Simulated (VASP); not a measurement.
# ScF3 in VASP: a series of runs

ScF3 is run at these levels: LDA; tasks: single point.

All numbers are computed with VASP 6.6.1; they aren't measurements. Logs are shortened: lines on timing, memory, paths and dates and some standing lists are left out, and cuts for length are marked.

## Step 1: The cell of the first run

The structure is tetragonal, space group P4/mmm (No. 123). The conventional cell has a = 4.012 Å, b = 4.012 Å, c = 4.053 Å, α = 90.00°, β = 90.00°, γ = 90.00°. Sc (site symmetry 4/mmm) has 6 F at 2.01 to 2.03 Å within 2.7 Å. Within 2.7 Å of F (site symmetry mmm) lie 2 Sc at 2.01 Å. Within 2.7 Å of F (site symmetry 4/mmm) lie 2 Sc at 2.03 Å.

## Step 2: Single point, LDA (zz strain of +1 %)

File INCAR:

```
SYSTEM = ScF3
ALGO = Normal
EDIFF = 1E-6
ENCUT = 520
ISIF = 2
ISMEAR = -1
LASPH = .True.
LCHARG = .False.
LREAL = .False.
LWAVE = .False.
NBANDS = 24
NELM = 100
PREC = Accurate
SIGMA = 0.02
```

File KPOINTS:

```
k-points
0
Gamma
  6 6 6
  0 0 0
```

File POSCAR:

```
ScF3
1.0
    4.0124500000      0.0000000000      0.0000000000
    0.0000000000      4.0124500000      0.0000000000
    0.0000000000      0.0000000000      4.0525745000
Sc F
1 3
Direct
    0.0000000000      0.0000000000      0.0000000000
    0.5000000000      0.0000000000      0.0000000000
    0.0000000000      0.5000000000      0.0000000000
    0.0000000000      0.0000000000      0.5000000000
```

Potentials or basis: VASP PAW LDA potentials, release 64 (Sc_sv, F).

The run is started by

```sh
cat potpaw_LDA.64/Sc_sv/POTCAR potpaw_LDA.64/F/POTCAR > POTCAR
mpirun -np 1 vasp_std > vasp.out
```

OUTCAR:

```text
SYSTEM = ScF3
   EDIFF = 1E-6
   ENCUT = 520
   ISIF = 2
   ISMEAR = -1
   LASPH = .True.
   LREAL = .False.
   NELM = 100
   PREC = Accurate

 ion  position               nearest neighbor table
   1  0.000  0.000  0.000-   2 2.01   3 2.01   3 2.01   2 2.01   4 2.03   4 2.03
   2  0.500  0.000  0.000-   1 2.01   1 2.01
   3  0.000  0.500  0.000-   1 2.01   1 2.01
   4  0.000  0.000  0.500-   1 2.03   1 2.03

  LATTYP: Found a simple tetragonal cell.
 ALAT       =     4.0124500000
 C/A-ratio  =     1.0100000000

  Lattice vectors:

 A1 = (   4.0124500000,   0.0000000000,   0.0000000000)
 A2 = (   0.0000000000,   4.0124500000,   0.0000000000)
 A3 = (   0.0000000000,   0.0000000000,   4.0525745000)

Analysis of symmetry for initial positions (statically):
=====================================================================
 Subroutine PRICEL returns:
 Original cell was already a primitive cell.

 Routine SETGRP: Setting up the symmetry group for a
 simple tetragonal supercell.

 Subroutine GETGRP returns: Found 16 space group operations
 (whereof 16 operations were pure point group operations)
 out of a pool of 16 trial point group operations.

The static configuration has the point symmetry D_4h.

Analysis of symmetry for dynamics (positions and initial velocities):
=====================================================================
 Subroutine PRICEL returns:
 Original cell was already a primitive cell.

 Routine SETGRP: Setting up the symmetry group for a
 simple tetragonal supercell.

 Subroutine GETGRP returns: Found 16 space group operations
 (whereof 16 operations were pure point group operations)
 out of a pool of 16 trial point group operations.

The dynamic configuration has the point symmetry D_4h.

 Subroutine INISYM returns: Found 16 space group operations
 (whereof 16 operations are pure point group operations),
 and found     1 'primitive' translations

----------------------------------------------------------------------------------------

                                     Primitive cell

  volume of cell :      65.2455

  direct lattice vectors                    reciprocal lattice vectors
     4.012450000  0.000000000  0.000000000     0.249224289  0.000000000  0.000000000
     0.000000000  4.012450000  0.000000000     0.000000000  0.249224289  0.000000000
     0.000000000  0.000000000  4.052574500     0.000000000  0.000000000  0.246756722

  length of vectors
     4.012450000  4.012450000  4.052574500     0.249224289  0.249224289  0.246756722

  position of ions in fractional coordinates (direct lattice)
     0.000000000  0.000000000  0.000000000
     0.500000000  0.000000000  0.000000000
     0.000000000  0.500000000  0.000000000
     0.000000000  0.000000000  0.500000000

  ion indices of the primitive-cell ions
   primitive index   ion index
                 1           1
                 2           2
                 3           3
                 4           4

----------------------------------------------------------------------------------------

 KPOINTS: k-points

Automatic generation of k-mesh.
 Grid dimensions read from file:
 generate k-points for:    6    6    6

 Generating k-lattice:

  Cartesian coordinates                     Fractional coordinates (reciprocal lattice)
     0.041537382  0.000000000  0.000000000     0.166666667  0.000000000  0.000000000
     0.000000000  0.041537382  0.000000000     0.000000000  0.166666667  0.000000000
     0.000000000  0.000000000  0.041126120     0.000000000  0.000000000  0.166666667

  Length of vectors
     0.041537382  0.041537382  0.041126120

  Shift w.r.t. Gamma in fractional coordinates (k-lattice)
     0.000000000  0.000000000  0.000000000

 Subroutine IBZKPT returns following result:
 ===========================================

 Found     40 irreducible k-points:

 Following reciprocal coordinates:
            Coordinates               Weight
  0.000000  0.000000  0.000000      1.000000
  0.166667  0.000000  0.000000      4.000000
  0.333333  0.000000  0.000000      4.000000
  0.500000  0.000000  0.000000      2.000000
  0.166667  0.166667  0.000000      4.000000
  0.333333  0.166667  0.000000      8.000000
[... 16 lines left out ...]
  0.333333  0.000000  0.333333      8.000000
  0.500000  0.000000  0.333333      4.000000
 [... further k-points ...]
   k-points           NKPTS =     40   k-points in BZ     NKDIM =     40   number of bands    NBANDS=     24
   number of dos      NEDOS =    301   number of ions     NIONS =      4
   total plane-waves  NPLWV =  27000
   dimension x,y,z NGX =    30 NGY =   30 NGZ =   30
   dimension x,y,z NGXF=    60 NGYF=   60 NGZF=   60
   ions per type =               1   3
   NGX,Y,Z   is equivalent  to a cutoff of  12.43, 12.43, 12.31 a.u.
   NGXF,Y,Z  is equivalent  to a cutoff of  24.86, 24.86, 24.61 a.u.
 SYSTEM =  ScF3
   PREC   = accura    normal or accurate (medium, high low for compatibility)
   ISTART =      0    job   : 0-new  1-cont  2-samecut
   ICHARG =      2    charge: 1-file 2-atom 10-const
   ISPIN  =      1    spin polarized calculation?
   LNONCOLLINEAR =      F non collinear calculations
   LSORBIT =      F    spin-orbit coupling
   LASPH  =      T    aspherical Exc in radial PAW
   ENCUT  =  520.0 eV  38.22 Ry    6.18 a.u.   7.46  7.46  7.54*2*pi/ulx,y,z
   NELM   =    100;   NELMIN=  2; NELMDL= -5     # of ELM steps
   EDIFF  = 0.1E-05   stopping-criterion for ELM
   LREAL  =      F    real-space projection
   EDIFFG = 0.1E-04   stopping-criterion for IOM
   NSW    =      0    number of steps for IOM
   IBRION =     -1    ionic relax: 0-MD 1-quasi-New 2-CG
   NFREE  =      0    steps in history (QN), initial steepest desc. (CG)
   ISIF   =      2    stress and relaxation
   ISYM   =      2    0-nonsym 1-usesym 2-fastsym
   POTIM  = 0.5000    time-step for ionic-motion
   TEBEG  =    0.0;   TEEND  =   0.0 temperature during run
   PSTRESS=    0.0 pullay stress
   NELECT =      32.0000    total number of electrons
   NUPDOWN=      -1.0000    fix difference up-down
   EMIN   =  10.00;   EMAX   =-10.00  energy-range for DOS
   EFERMI =   0.00;   METHOD = LEGACY
   ISMEAR =    -1;   SIGMA  =   0.02  broadening in eV -4-tet -1-fermi 0-gaus
   EFERMI_NEDOS =   21; number of points for ismear=-14 and -15
   IALGO  =     38    algorithm
   IMIX   =      4    mixing-type and parameters
     AMIX     =   0.40;   BMIX     =  1.00
     AMIX_MAG =   1.60;   BMIX_MAG =  1.00
  volume/ion in A,a.u.               =      16.31       110.07
  Fermi-wavevector in a.u.,A,eV,Ry     =   1.291045  2.439721 22.678155  1.666797
  Thomas-Fermi vector in A             =   2.422839
   LORBIT       =      0    0 simple, 1 ext, 2 COOP (PROOUT), +10 PAW based schemes
   GGA     = CA    functional components
   LHFCALC =     F    Hartree Fock is set to
   AEXX    =    0.0000 exact exchange contribution
   IVDW    =     0    specifies the selected vdW correction
   LEPSILON=     F    determine dielectric tensor
   LRPA    =     F    only Hartree local field effects (RPA)
 non-spin polarized calculation
  energy-cutoff  :      520.00
  volume of cell :       65.25
 maximum number of plane-waves:      1787
 NGX is ok and might be reduce to    30
   NGX = 15   NGY = 15   NGZ = 15

 number of electron      31.9999962 magnetization

 Free energy of the ion-electron system (eV)
  ---------------------------------------------------
  ext. energy  EPLUGINS =         0.00000000
  ---------------------------------------------------
  free energy    TOTEN  =       -29.56625518 eV

  energy without entropy =      -29.56625518  energy(sigma->0) =      -29.56625518

 E-fermi :  -3.3942     XC(G=0):  -8.8287

 val. band max:       -3.8875475964   @ k =   0.5000   0.5000   0.5000
 cond. band min:       2.2261845486   @ k =   0.0000   0.0000   0.0000
 fundamental gap:      6.1137321450
 Fermi energy:        -3.3941953908

 k-point     1 :       0.0000    0.0000    0.0000
  band No.  band energies     occupation
      1     -49.2507      2.00000
      2     -28.2882      2.00000
      3     -28.2882      2.00000
      4     -28.2630      2.00000
      5     -23.5622      2.00000
      6     -23.3170      2.00000
[... 16 lines left out ...]
     23      11.8819      0.00000
     24      11.9341      0.00000

 k-point     2 :       0.1667    0.0000    0.0000
  band No.  band energies     occupation
      1     -49.2494      2.00000
      2     -28.4071      2.00000
      3     -28.2870      2.00000
      4     -28.2619      2.00000
      5     -23.4919      2.00000
      6     -23.2260      2.00000
[... 16 lines left out ...]
     23      10.4005      0.00000
     24      12.1584      0.00000

 k-point     3 :       0.3333    0.0000    0.0000
  band No.  band energies     occupation
      1     -49.2468      2.00000
      2     -28.6218      2.00000
      3     -28.2847      2.00000
      4     -28.2596      2.00000
      5     -23.4557      2.00000
      6     -23.2085      2.00000
[... 16 lines left out ...]
     23       8.6160      0.00000
     24      12.7612      0.00000

 k-point     4 :       0.5000    0.0000    0.0000
  band No.  band energies     occupation
      1     -49.2455      2.00000
      2     -28.7198      2.00000
      3     -28.2835      2.00000
      4     -28.2584      2.00000
      5     -23.4484      2.00000
      6     -23.2063      2.00000
[... 16 lines left out ...]
     23       7.5623      0.00000
     24      13.1148      0.00000

 k-point     5 :       0.1667    0.1667    0.0000
  band No.  band energies     occupation
      1     -49.2481      2.00000
      2     -28.4071      2.00000
      3     -28.4047      2.00000
      4     -28.2607      2.00000
      5     -23.3655      2.00000
      6     -23.1360      2.00000
[... 16 lines left out ...]
     23      10.4597      0.00000
     24      10.8270      0.00000

 k-point     6 :       0.3333    0.1667    0.0000
  band No.  band energies     occupation
      1     -49.2455      2.00000
      2     -28.6204      2.00000
      3     -28.4034      2.00000
      4     -28.2584      2.00000
      5     -23.3082      2.00000
      6     -23.1232      2.00000
[... 16 lines left out ...]
     23       8.8228      0.00000
     24      11.2826      0.00000
[... 379 lines left out ...]
 k-point    21 :       0.0000    0.0000    0.3333
  band No.  band energies     occupation
      1     -49.2474      2.00000
      2     -28.5543      2.00000
      3     -28.2852      2.00000
      4     -28.2852      2.00000
      5     -23.5066      2.00000
      6     -23.3127      2.00000
[... 16 lines left out ...]
     23       8.5197      0.00000
     24      12.7819      0.00000

 k-point    22 :       0.1667    0.0000    0.3333
  band No.  band energies     occupation
      1     -49.2461      2.00000
      2     -28.5530      2.00000
      3     -28.4039      2.00000
      4     -28.2840      2.00000
      5     -23.4357      2.00000
      6     -23.1505      2.00000
[... 16 lines left out ...]
     23       8.7310      0.00000
     24      11.2658      0.00000

 k-point    23 :       0.3333    0.0000    0.3333
  band No.  band energies     occupation
      1     -49.2435      2.00000
      2     -28.6181      2.00000
      3     -28.5502      2.00000
      4     -28.2818      2.00000
      5     -23.4088      2.00000
      6     -22.7257      2.00000
[... 16 lines left out ...]
     23       9.1708      0.00000
     24       9.6219      0.00000

 k-point    24 :       0.5000    0.0000    0.3333
  band No.  band energies     occupation
      1     -49.2422      2.00000
      2     -28.7160      2.00000
      3     -28.5488      2.00000
      4     -28.2806      2.00000
      5     -23.4037      2.00000
      6     -22.6386      2.00000
[... 16 lines left out ...]
     23       8.2238      0.00000
     24       9.9350      0.00000

 [... further k-points ...]

------------------------ aborting loop because EDIFF is reached ----------------------------------------

  FORCE on cell =-STRESS in cart. coord.  units (eV):
  Direction    XX          YY          ZZ          XY          YZ          ZX
  --------------------------------------------------------------------------------------
  -------------------------------------------------------------------------------------
  Total       -0.9993354     -0.9993354     -1.9309253      0.0000000     -0.0000000      0.0000000
  in kB      -24.5398319    -24.5398319    -47.4160950      0.0000000     -0.0000000      0.0000000
  external PRESSURE =     -32.1652529 kB  Pullay stress =       0.0000000 kB

 VOLUME and BASIS-vectors are now :
 -----------------------------------------------------------------------------
  energy-cutoff  :      520.00
  volume of cell :       65.25
      direct lattice vectors                 reciprocal lattice vectors
     4.012450000  0.000000000  0.000000000     0.249224289  0.000000000  0.000000000
     0.000000000  4.012450000  0.000000000     0.000000000  0.249224289  0.000000000
     0.000000000  0.000000000  4.052574500     0.000000000  0.000000000  0.246756722

 POSITION                                       TOTAL-FORCE (eV/Angst)
 -----------------------------------------------------------------------------------
      0.00000      0.00000      0.00000         0.000000      0.000000      0.000000
      2.00623      0.00000      0.00000         0.000000      0.000000      0.000000
      0.00000      2.00623      0.00000         0.000000      0.000000      0.000000
      0.00000      0.00000      2.02629         0.000000      0.000000      0.000000
 -----------------------------------------------------------------------------------
    total drift:                                0.000000      0.000000      0.000000

  FREE ENERGIE OF THE ION-ELECTRON SYSTEM (eV)
  ---------------------------------------------------
  free  energy   TOTEN  =       -29.5662551756 eV

  energy  without entropy=      -29.5662551756  energy(sigma->0) =      -29.56625518
```

Run time: 44 s. Hardware: 1 thread of Intel Xeon 6975P-C, shared host; peak memory 0.18 GiB.

Results:

* Free energy: -29.5663 eV
* Pressure: -3.2 GPa
* Band gap on the k mesh: 6.11 eV, indirect (least direct gap 6.62 eV)

Levels at points of the mesh, in eV from the valence-band top:
| k point | band 13 | band 14 | band 15 | band 16 | band 17 | band 18 | band 19 | band 20 |
| --- | --- | --- | --- | --- | --- | --- | --- | --- |
| (0.00, 0.00, 0.00) | -0.61 | -0.55 | -0.51 | -0.51 | 6.11 | 6.12 | 6.12 | 7.56 |
| (0.50, 0.00, 0.00) | -1.23 | -0.69 | -0.57 | -0.50 | 6.16 | 7.04 | 7.04 | 7.85 |
| (0.50, 0.50, 0.00) | -1.21 | -0.88 | -0.88 | -0.06 | 7.08 | 7.08 | 7.72 | 8.47 |
| (0.00, 0.00, 0.50) | -1.07 | -0.76 | -0.60 | -0.60 | 6.15 | 6.99 | 6.99 | 7.90 |
| (0.50, 0.00, 0.50) | -1.05 | -1.01 | -1.00 | -0.01 | 7.03 | 7.07 | 7.68 | 8.54 |
| (0.50, 0.50, 0.50) | -2.26 | -0.05 | 0.00 | 0.00 | 7.73 | 7.73 | 7.77 | 10.57 |

Caveat: the cell differs from its parent crystal (zz strain of +1 %). A k mesh can miss the band edges.

## Step 3: Single point, LDA (zz strain of +2 %)

File INCAR:

```
SYSTEM = ScF3
  PREC = Accurate
  ENCUT = 520
  EDIFF = 1E-6
  ISMEAR = -1
  SIGMA = 0.02
  LREAL = .False.
  LASPH = .True.
  NELM = 80
  ALGO = Normal
  ISIF = 2
  LWAVE = .False.
  LCHARG = .False.
  NBANDS = 24
```

File KPOINTS:

```
Automatic mesh
0
Gamma
  6 6 6
  0 0 0
```

POSCAR: that of step 2 with these lines changed.

```diff
@@ -4,3 +4,3 @@
     0.0000000000      4.0124500000      0.0000000000
-    0.0000000000      0.0000000000      4.0525745000
+    0.0000000000      0.0000000000      4.0926990000
 Sc F
```

Potentials or basis: VASP PAW LDA potentials, release 64 (Sc_sv, F).

The run is started by

```sh
cat potpaw_LDA.64/Sc_sv/POTCAR potpaw_LDA.64/F/POTCAR > POTCAR
mpirun -np 1 vasp_std > vasp.out
```

Wall time 52 s (1 thread of Intel Xeon 6975P-C, shared host); peak memory 0.18 GiB.

Results (log left out):

* Free energy: -29.5438 eV
* Pressure: -4.1 GPa
* Band gap on the k mesh: 6.04 eV, indirect (least direct gap 6.50 eV)

Stress tensor (GPa, compression positive):
```
-2.61  0.00  0.00
 0.00 -2.61  0.00
 0.00  0.00 -6.95
```

Levels at points of the mesh, in eV from the valence-band top:
```csv
k point,band 13,band 14,band 15,band 16,band 17,band 18,band 19,band 20
"(0.00, 0.00, 0.00)",-0.66,-0.57,-0.46,-0.46,6.04,6.05,6.05,7.48
"(0.50, 0.00, 0.00)",-1.26,-0.67,-0.60,-0.45,6.09,6.96,6.97,7.72
"(0.50, 0.50, 0.00)",-1.26,-0.80,-0.80,-0.11,7.01,7.01,7.64,8.30
"(0.00, 0.00, 0.50)",-0.97,-0.80,-0.65,-0.65,6.07,6.87,6.87,7.82
"(0.50, 0.00, 0.50)",-1.07,-1.05,-0.95,-0.01,6.90,6.99,7.57,8.44
"(0.50, 0.50, 0.50)",-2.22,-0.11,0.00,0.00,7.62,7.62,7.68,10.36
```

Caveat: the cell differs from its parent crystal (zz strain of +2 %).

(Part 1 of 2 ends here.)
